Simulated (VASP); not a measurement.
# BAs (I-4m2) in VASP: a series of runs

The runs below take BAs through single point, with PBE.

Program: VASP 6.6.1. These are calculated values, not measurements. Logs are shortened: lines on timing, memory, paths and dates and some standing lists are left out, and cuts for length are marked.

## Step 1: The cell of the first run

The structure is tetragonal, space group I-4m2 (No. 119). Conventional cell: a = 3.108 Å, b = 3.108 Å, c = 4.777 Å, α = 90.00°, β = 90.00°, γ = 90.00°. Within 2.6 Å of B (site symmetry -4m2) lie 4 As at 1.96 Å. Within 2.6 Å of As (site symmetry -4m2) lie 4 B at 1.96 Å.

## Step 2: Single point, PBE (strain -0.080 along x and y, +0.000 along z)

File INCAR:

```
SYSTEM = BAs
  PREC = Accurate
  ENCUT = 520
  EDIFF = 1E-6
  ISMEAR = 0
  SIGMA = 0.05
  LREAL = .FALSE.
  LASPH = .TRUE.
  NELM = 80
  ALGO = Normal
  ISIF = 2
  LWAVE = .FALSE.
  LCHARG = .FALSE.
  GGA = PE
  NBANDS = 11
```

File KPOINTS:

```
Automatic mesh
0
G
  10 10 10
  0 0 0
```

File POSCAR:

```
BAs
1.0
    0.0000000000      2.1974200000      2.3885000000
    2.1974200000      0.0000000000      2.3885000000
    2.1974200000      2.1974200000      0.0000000000
B As
1 1
Direct
    0.0000000000      0.0000000000      0.0000000000
    0.7500000000      0.7500000000      0.7500000000
```

Potentials or basis: VASP PAW PBE potentials, release 64 (B, As).

On the command line:

```
cat potpaw_PBE.64/B/POTCAR potpaw_PBE.64/As/POTCAR > POTCAR
mpirun -np 1 vasp_std > vasp.out
```

OUTCAR:

```text
SYSTEM = BAs
   PREC = Accurate
   ENCUT = 520
   EDIFF = 1E-6
   ISMEAR = 0
   LREAL = .FALSE.
   LASPH = .TRUE.
   NELM = 80
   ISIF = 2
   GGA = PE

 ion  position               nearest neighbor table
   1  0.000  0.000  0.000-   2 1.96   2 1.96   2 1.96   2 1.96
   2  0.750  0.750  0.750-   1 1.96   1 1.96   1 1.96   1 1.96

  LATTYP: Found a body centered tetragonal cell.
 ALAT       =     3.1076211662
 C/A-ratio  =     1.5371886548

  Lattice vectors:

 A1 = (  -2.1974200000,   0.0000000000,   2.3885000000)
 A2 = (   2.1974200000,   0.0000000000,   2.3885000000)
 A3 = (   0.0000000000,   2.1974200000,  -2.3885000000)

Analysis of symmetry for initial positions (statically):
=====================================================================
 Subroutine PRICEL returns:
 Original cell was already a primitive cell.

 Routine SETGRP: Setting up the symmetry group for a
 body centered tetragonal supercell.

 Subroutine GETGRP returns: Found  8 space group operations
 (whereof  8 operations were pure point group operations)
 out of a pool of 16 trial point group operations.

The static configuration has the point symmetry D_2d.

Analysis of symmetry for dynamics (positions and initial velocities):
=====================================================================
 Subroutine PRICEL returns:
 Original cell was already a primitive cell.

 Routine SETGRP: Setting up the symmetry group for a
 body centered tetragonal supercell.

 Subroutine GETGRP returns: Found  8 space group operations
 (whereof  8 operations were pure point group operations)
 out of a pool of 16 trial point group operations.

The dynamic configuration has the point symmetry D_2d.

 Subroutine INISYM returns: Found  8 space group operations
 (whereof  8 operations are pure point group operations),
 and found     1 'primitive' translations

----------------------------------------------------------------------------------------

                                     Primitive cell

  volume of cell :      23.0665

  direct lattice vectors                    reciprocal lattice vectors
     0.000000000  2.197420000  2.388500000    -0.227539569  0.227539569  0.209336404
     2.197420000  0.000000000  2.388500000     0.227539569 -0.227539569  0.209336404
     2.197420000  2.197420000  0.000000000     0.227539569  0.227539569 -0.209336404

  length of vectors
     3.245548784  3.245548784  3.107621166     0.383888318  0.383888318  0.383888318

  position of ions in fractional coordinates (direct lattice)
     0.000000000  0.000000000  0.000000000
     0.750000000  0.750000000  0.750000000

  ion indices of the primitive-cell ions
   primitive index   ion index
                 1           1
                 2           2

----------------------------------------------------------------------------------------

 KPOINTS: Automatic mesh

Automatic generation of k-mesh.
 Grid dimensions read from file:
 generate k-points for:   10   10   10

 Generating k-lattice:

  Cartesian coordinates                     Fractional coordinates (reciprocal lattice)
    -0.022753957  0.022753957  0.020933640     0.100000000  0.000000000  0.000000000
     0.022753957 -0.022753957  0.020933640     0.000000000  0.100000000  0.000000000
     0.022753957  0.022753957 -0.020933640     0.000000000  0.000000000  0.100000000

  Length of vectors
     0.038388832  0.038388832  0.038388832

  Shift w.r.t. Gamma in fractional coordinates (k-lattice)
     0.000000000  0.000000000  0.000000000

 Subroutine IBZKPT returns following result:
 ===========================================

 Found    102 irreducible k-points:

 Following reciprocal coordinates:
            Coordinates               Weight
  0.000000  0.000000  0.000000      1.000000
  0.100000 -0.000000  0.000000      8.000000
  0.200000 -0.000000  0.000000      8.000000
  0.300000 -0.000000  0.000000      8.000000
  0.400000 -0.000000  0.000000      8.000000
  0.500000 -0.000000  0.000000      4.000000
[... 16 lines left out ...]
  0.300000  0.300000  0.000000      2.000000
  0.400000  0.300000  0.000000      8.000000
 [... further k-points ...]
   k-points           NKPTS =    102   k-points in BZ     NKDIM =    102   number of bands    NBANDS=     11
   number of dos      NEDOS =    301   number of ions     NIONS =      2
   total plane-waves  NPLWV =  13824
   dimension x,y,z NGX =    24 NGY =   24 NGZ =   24
   dimension x,y,z NGXF=    48 NGYF=   48 NGZF=   48
   ions per type =               1   1
   NGX,Y,Z   is equivalent  to a cutoff of  12.29, 12.29, 12.84 a.u.
   NGXF,Y,Z  is equivalent  to a cutoff of  24.59, 24.59, 25.68 a.u.
 SYSTEM =  BAs
   PREC   = accura    normal or accurate (medium, high low for compatibility)
   ISTART =      0    job   : 0-new  1-cont  2-samecut
   ICHARG =      2    charge: 1-file 2-atom 10-const
   ISPIN  =      1    spin polarized calculation?
   LNONCOLLINEAR =      F non collinear calculations
   LSORBIT =      F    spin-orbit coupling
   LASPH  =      T    aspherical Exc in radial PAW
   ENCUT  =  520.0 eV  38.22 Ry    6.18 a.u.   6.03  6.03  5.78*2*pi/ulx,y,z
   NELM   =     80;   NELMIN=  2; NELMDL= -5     # of ELM steps
   EDIFF  = 0.1E-05   stopping-criterion for ELM
   LREAL  =      F    real-space projection
   EDIFFG = 0.1E-04   stopping-criterion for IOM
   NSW    =      0    number of steps for IOM
   IBRION =     -1    ionic relax: 0-MD 1-quasi-New 2-CG
   NFREE  =      0    steps in history (QN), initial steepest desc. (CG)
   ISIF   =      2    stress and relaxation
   ISYM   =      2    0-nonsym 1-usesym 2-fastsym
   POTIM  = 0.5000    time-step for ionic-motion
   TEBEG  =    0.0;   TEEND  =   0.0 temperature during run
   PSTRESS=    0.0 pullay stress
   NELECT =       8.0000    total number of electrons
   NUPDOWN=      -1.0000    fix difference up-down
   EMIN   =  10.00;   EMAX   =-10.00  energy-range for DOS
   EFERMI =   0.00;   METHOD = LEGACY
   ISMEAR =     0;   SIGMA  =   0.05  broadening in eV -4-tet -1-fermi 0-gaus
   EFERMI_NEDOS =   21; number of points for ismear=-14 and -15
   IALGO  =     38    algorithm
   IMIX   =      4    mixing-type and parameters
     AMIX     =   0.40;   BMIX     =  1.00
     AMIX_MAG =   1.60;   BMIX_MAG =  1.00
  volume/ion in A,a.u.               =      11.53        77.83
  Fermi-wavevector in a.u.,A,eV,Ry     =   1.150211  2.173585 18.000323  1.322986
  Thomas-Fermi vector in A             =   2.286877
   LORBIT       =      0    0 simple, 1 ext, 2 COOP (PROOUT), +10 PAW based schemes
   GGA     = PE    functional components
   LHFCALC =     F    Hartree Fock is set to
   AEXX    =    0.0000 exact exchange contribution
   IVDW    =     0    specifies the selected vdW correction
   LEPSILON=     F    determine dielectric tensor
   LRPA    =     F    only Hartree local field effects (RPA)
 non-spin polarized calculation
 Gauss-broadening in eV      SIGMA  =   0.05
  energy-cutoff  :      520.00
  volume of cell :       23.07
 maximum number of plane-waves:       638
   NGX = 13   NGY = 13   NGZ = 11

 number of electron       8.0000000 magnetization

 Free energy of the ion-electron system (eV)
  ---------------------------------------------------
  ext. energy  EPLUGINS =         0.00000000
  ---------------------------------------------------
  free energy    TOTEN  =       -10.84499357 eV

  energy without entropy =      -10.84499354  energy(sigma->0) =      -10.84499356

 E-fermi :   8.5772     XC(G=0): -11.3291

 val. band max:        8.4322035839   @ k =   0.0000   0.0000   0.0000
 cond. band min:       8.7277328431   @ k =   0.4000   0.0000   0.4000
 fundamental gap:      0.2955292592
 Fermi energy:         8.5771800310

 k-point     1 :       0.0000    0.0000    0.0000
  band No.  band energies     occupation
      1      -8.9315      2.00000
      2       7.4509      2.00000
      3       8.4322      1.99996
      4       8.4322      1.99996
      5      11.4937      0.00000
      6      11.4937      0.00000
      7      12.0181      0.00000
      8      14.8848      0.00000
      9      18.6386      0.00000
     10      20.2069      0.00000
     11      21.2742      0.00000

 k-point     2 :       0.1000   -0.0000    0.0000
  band No.  band energies     occupation
      1      -8.7404      2.00000
      2       6.4588      2.00000
      3       7.5236      2.00000
      4       8.0991      2.00000
      5      11.7186      0.00000
      6      11.9897      0.00000
      7      12.5907      0.00000
      8      15.4655      0.00000
      9      19.1010      0.00000
     10      19.5583      0.00000
     11      21.4921      0.00000

 k-point     3 :       0.2000   -0.0000    0.0000
  band No.  band energies     occupation
      1      -8.1738      2.00000
      2       3.9272      2.00000
      3       6.6626      2.00000
      4       7.5057      2.00000
      5      11.7078      0.00000
      6      12.9175      0.00000
      7      13.2527      0.00000
      8      16.6452      0.00000
      9      18.8391      0.00000
     10      20.2982      0.00000
     11      20.7893      0.00000

 k-point     4 :       0.3000   -0.0000    0.0000
  band No.  band energies     occupation
      1      -7.2612      2.00000
      2       1.3183      2.00000
      3       5.9761      2.00000
      4       7.0127      2.00000
      5      11.4400      0.00000
      6      13.4823      0.00000
      7      13.5112      0.00000
      8      17.4171      0.00000
      9      19.7140      0.00000
     10      20.4142      0.00000
     11      21.3856      0.00000

 k-point     5 :       0.4000   -0.0000    0.0000
  band No.  band energies     occupation
      1      -6.1214      2.00000
      2      -0.8993      2.00000
      3       5.5350      2.00000
      4       6.7110      2.00000
      5      11.1924      0.00000
      6      13.4470      0.00000
      7      13.5864      0.00000
      8      17.4366      0.00000
      9      21.0867      0.00000
     10      21.8928      0.00000
     11      23.0913      0.00000
[... 211 lines left out ...]
 k-point    21 :      -0.3000    0.2000    0.0000
  band No.  band energies     occupation
      1      -5.7781      2.00000
      2      -0.0353      2.00000
      3       2.2772      2.00000
      4       6.4881      2.00000
      5      12.7693      0.00000
      6      14.5495      0.00000
      7      14.6888      0.00000
      8      16.9982      0.00000
      9      19.4699      0.00000
     10      21.6268      0.00000
     11      24.4794      0.00000

 k-point    22 :      -0.2000    0.2000    0.0000
  band No.  band energies     occupation
      1      -6.8571      2.00000
      2       1.8816      2.00000
      3       2.9099      2.00000
      4       7.2393      2.00000
      5      13.1664      0.00000
      6      13.6850      0.00000
      7      14.3275      0.00000
      8      15.8898      0.00000
      9      18.6401      0.00000
     10      21.6967      0.00000
     11      23.4117      0.00000

 k-point    23 :       0.3000    0.3000    0.0000
  band No.  band energies     occupation
      1      -6.9267      2.00000
      2       1.8894      2.00000
      3       4.8760      2.00000
      4       4.8760      2.00000
      5      10.1589      0.00000
      6      12.0989      0.00000
      7      17.6237      0.00000
      8      17.6237      0.00000
      9      19.9079      0.00000
     10      24.7423      0.00000
     11      25.2040      0.00000

 k-point    24 :       0.4000    0.3000    0.0000
  band No.  band energies     occupation
      1      -6.1211      2.00000
      2       0.6193      2.00000
      3       3.7225      2.00000
      4       4.5768      2.00000
      5      10.4881      0.00000
      6      12.1400      0.00000
      7      18.0481      0.00000
      8      18.4183      0.00000
      9      20.9957      0.00000
     10      25.6010      0.00000
     11      25.7256      0.00000

 [... further k-points ...]
[... 5 lines left out ...]
  --------------------------------------------------------------------------------------
  -------------------------------------------------------------------------------------
  Total        6.4057962      6.4057962      3.2138367      0.0000000      0.0000000      0.0000000
  in kB      444.9408815    444.9408815    223.2302237      0.0000000      0.0000000      0.0000000
  external PRESSURE =     371.0373289 kB  Pullay stress =       0.0000000 kB

 VOLUME and BASIS-vectors are now :
 -----------------------------------------------------------------------------
  energy-cutoff  :      520.00
  volume of cell :       23.07
      direct lattice vectors                 reciprocal lattice vectors
     0.000000000  2.197420000  2.388500000    -0.227539569  0.227539569  0.209336404
     2.197420000  0.000000000  2.388500000     0.227539569 -0.227539569  0.209336404
     2.197420000  2.197420000  0.000000000     0.227539569  0.227539569 -0.209336404

 POSITION                                       TOTAL-FORCE (eV/Angst)
 -----------------------------------------------------------------------------------
      0.00000      0.00000      0.00000        -0.000000     -0.000000     -0.000000
      3.29613      3.29613      3.58275         0.000000      0.000000      0.000000
 -----------------------------------------------------------------------------------
    total drift:                                0.000000      0.000000     -0.000000

  FREE ENERGIE OF THE ION-ELECTRON SYSTEM (eV)
  ---------------------------------------------------
  free  energy   TOTEN  =       -10.8449935678 eV

  energy  without entropy=      -10.8449935422  energy(sigma->0) =      -10.84499356
```

Run time: 20 s. Hardware: 1 thread of Intel Xeon 8259CL, shared host; peak memory 0.15 GiB.

What came out:

- Free energy: -10.8450 eV
- Pressure: 37.1 GPa
- Band gap on the k mesh: 0.30 eV, indirect (least direct gap 3.06 eV)

Stress tensor (GPa, compression positive):
```
44.49  0.00  0.00
 0.00 44.49  0.00
 0.00  0.00 22.32
```

Levels at points of the mesh, in eV from the valence-band top:
```
           k point  band 1  band 2  band 3  band 4  band 5  band 6  band 7  band 8
(0.00, 0.00, 0.00)  -17.36   -0.98    0.00    0.00    3.06    3.06    3.59    6.45
(0.50, 0.00, 0.00)  -13.82  -10.43   -3.05   -1.82    2.66    4.98    5.11    8.91
(0.50, 0.50, 0.00)  -12.84  -10.36   -4.50   -4.50    1.57    1.82   12.67   12.67
(0.50, 0.00, 0.50)  -11.94   -9.58   -5.50   -5.33    0.55    0.55   11.56   13.18
```

Caveat: the cell differs from its parent crystal (strain -0.080 along x and y, +0.000 along z). A k mesh can miss the band edges.

## Step 3: Single point, PBE (strain -0.040 along x and y, -0.080 along z)

File INCAR:

```
PREC = Accurate ; ENCUT = 520
EDIFF = 1E-6 ; ISMEAR = 0
SIGMA = 0.05 ; LREAL = F
LASPH = T ; NELM = 80
ALGO = Normal ; ISIF = 2
LWAVE = F ; LCHARG = F
GGA = PE ; NBANDS = 11
```

File KPOINTS:

```
regular mesh
0
Gamma
  10 10 10
```

File POSCAR:

```
BAs
1.0
    0.0000000000      2.2929600000      2.1974200000
    2.2929600000      0.0000000000      2.1974200000
    2.2929600000      2.2929600000      0.0000000000
B As
1 1
Direct
    0.0000000000      0.0000000000      0.0000000000
    0.7500000000      0.7500000000      0.7500000000
```

Potentials or basis: VASP PAW PBE potentials, release 64 (B, As).

On the command line:

```
cat potpaw_PBE.64/B/POTCAR potpaw_PBE.64/As/POTCAR > POTCAR
mpirun -np 1 vasp_std > vasp.out
```

It took 24 s on 1 thread of Intel Xeon 8259CL, shared host; peak memory 0.16 GiB.

The run converged. Its results:

| Property | Result |
| --- | --- |
| Free energy | -10.9201 eV |
| Pressure | 36.8 GPa |
| Band gap on the k mesh | 0.30 eV, indirect (least direct gap 3.05 eV) |

Stress tensor (GPa, compression positive):
```
33.78  0.00  0.00
 0.00 33.78  0.00
 0.00  0.00 42.83
```

Levels at points of the mesh, in eV from the valence-band top:
```
           k point  band 1  band 2  band 3  band 4  band 5  band 6  band 7  band 8
(0.00, 0.00, 0.00)  -17.31   -0.43   -0.43    0.00    3.05    3.33    3.33    6.56
(0.50, 0.00, 0.00)  -13.78  -10.38   -2.68   -2.12    3.27    4.44    5.10    8.87
(0.50, 0.50, 0.00)  -11.90   -9.52   -5.41   -5.41    0.55    0.57   12.71   12.71
(0.50, 0.00, 0.50)  -12.35   -9.94   -4.97   -4.89    1.09    1.21   12.24   13.08
```

Caveat: the cell differs from its parent crystal (strain -0.040 along x and y, -0.080 along z). A k mesh can miss the band edges.

## Step 4: Single point, PBE (strain -0.080 along x and y, +0.080 along z)

File INCAR:

```
  PREC = Accurate
  ENCUT = 520
  EDIFF = 1E-6
  ISMEAR = 0
  SIGMA = 0.05
  LREAL = False
  LASPH = True
  NELM = 60
  ALGO = Normal
  ISIF = 2
  LWAVE = False
  LCHARG = True
  GGA = PE
  LELF = True
  LVHAR = True
  NBANDS = 11
```

KPOINTS is that of step 3.

File POSCAR:

```
BAs
1.0
    0.0000000000      2.1974200000      2.5795800000
    2.1974200000      0.0000000000      2.5795800000
    2.1974200000      2.1974200000      0.0000000000
B As
1 1
Direct
    0.0000000000      0.0000000000      0.0000000000
    0.7500000000      0.7500000000      0.7500000000
```

On the command line:

```
cat potpaw_PBE.64/B/POTCAR potpaw_PBE.64/As/POTCAR > POTCAR
mpirun -np 1 vasp_std > vasp.out
```

It took 44 s on 1 thread of Intel Xeon 8259CL, shared host; peak memory 0.17 GiB.

Results (log left out):

```
Free energy            : -10.9050 eV
Pressure               : 18.7 GPa
Band gap on the k mesh : zero (band 4 reaches 7.83 eV, above the bottom of band 5 at 7.63 eV)
```

Stress tensor (GPa, compression positive):
```
 33.34   0.00   0.00
  0.00  33.34   0.00
  0.00   0.00 -10.54
```

Levels at points of the mesh, in eV from the Fermi level:
| k point | band 1 | band 2 | band 3 | band 4 | band 5 | band 6 | band 7 | band 8 | band 9 |
| --- | --- | --- | --- | --- | --- | --- | --- | --- | --- |
| (0.00, 0.00, 0.00) | -16.78 | -1.84 | 0.13 | 0.13 | 2.71 | 2.71 | 3.68 | 4.79 | 9.61 |
| (0.50, 0.00, 0.00) | -13.51 | -9.97 | -3.60 | -1.32 | 1.22 | 5.16 | 5.25 | 8.77 | 12.18 |
| (0.50, 0.50, 0.00) | -13.10 | -10.42 | -3.78 | -3.78 | 2.12 | 2.42 | 11.46 | 11.46 | 11.70 |
| (0.50, 0.00, 0.50) | -11.53 | -9.07 | -5.58 | -5.24 | 0.16 | 0.27 | 9.57 | 11.64 | 12.42 |

Caveat: the cell differs from its parent crystal (strain -0.080 along x and y, +0.080 along z).

## Step 5: The runs side by side

```csv
cell,gap on the mesh (eV),pressure (GPa)
"a = 3.246, b = 3.246, c = 3.108 Å, angles 61.4, 61.4, 57.2°, 2 atoms",0.30,37.1
"a = 3.176, b = 3.176, c = 3.243 Å, angles 59.3, 59.3, 61.4°, 2 atoms",0.30,36.8
"a = 3.389, b = 3.389, c = 3.108 Å, angles 62.7, 62.7, 54.6°, 2 atoms",none,18.7
```

Alike in all rows: task single point; level PBE; potentials or basis VASP PAW PBE potentials, release 64 (B, As); no spin polarisation; k mesh 10 × 10 × 10; cutoff (eV) 520; smearing gaussian 0.05 eV.

Absolute energies hang on the potentials; compare differences alone.
